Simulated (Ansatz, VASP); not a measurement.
## CdS in VASP and in Ansatz

```
CELL_PARAMETERS angstrom
0.00000 2.69122 2.69122
2.69122 0.00000 2.69122
2.69122 2.69122 0.00000
ATOMIC_POSITIONS crystal
Cd 0.00000 0.00000 0.00000
S 0.50000 0.50000 0.50000
```

Alike in both runs: task single point; functional PBE; k mesh 6 × 6 × 6; no spin polarisation.

```csv
,VASP,Ansatz
version,VASP 6.6.1,Ansatz 0.2.0
potentials or method,"VASP PAW PBE potentials, release 64 (Cd_sv_GW, S)","plane waves, PAW"
plane-wave cutoff (eV),630,420
occupations,"gaussian, width 0.01 eV",fixed
valence electrons in the cell,26,26
```

Ansatz gave:

| Property | Result |
| --- | --- |
| gap on the k mesh at the Fermi level (eV) | 0.25 |
| pressure (GPa) | 5.2 |

**Question.** Which values does VASP return?

**Answer.** gap on the k mesh at the Fermi level (eV): 0.25; pressure (GPa): 5.0.
